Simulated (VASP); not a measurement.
Set up this calculation in VASP 6.6.1, as the native input.

- Task: single point
- Functional: LDA
- Potentials or basis: VASP PAW LDA potentials, release 64 (Zn)
- Cutoff: 520 eV
- k mesh: 13 × 13 × 13
- Occupations: fermi-dirac, width 0.1 eV
- Spin: no spin polarisation
- Dipole correction: no
- Further INCAR settings: ALGO = Normal; EDIFF = 1e-07; NBANDS = 19

The structure of Zn lies in POSCAR:

```
Zn
1.0
    0.0000000000      2.6599603609      2.6599603609
    2.6599603609      0.0000000000      2.6599603609
    2.6599603609      2.6599603609      0.0000000000
Zn
2
Direct
   -0.1250000000     -0.1250000000     -0.1250000000
    0.1250000000      0.1250000000      0.1250000000
```

This isn't the form of Zn at room conditions, which is hcp.

The input as run:

INCAR

```
ALGO = Normal
EDIFF = 1E-7
ENCUT = 520
GGA = CA
ISIF = 2
ISMEAR = -1
LASPH = True
LCHARG = True
LELF = True
LREAL = False
LVHAR = True
LWAVE = False
NBANDS = 19
NELM = 80
PREC = Accurate
SIGMA = 0.1
```

KPOINTS

```
k-points
0
Gamma
  13 13 13
```

Potentials or basis: VASP PAW LDA potentials, release 64 (Zn).

Launch:

```bash
$ cat potpaw_LDA.64/Zn/POTCAR > POTCAR
$ mpirun -np 1 vasp_std > vasp.out
```

Results of the run:

```
Pressure               : 8.1 GPa
Band gap on the k mesh : zero (bands 12 and 13 overlap by 7.62 eV)
```

Caveat: the cell stands under pressure.

Run time: 74 s on 1 thread of Intel Xeon 8259CL, on a shared host, peak memory 0.17 GiB.
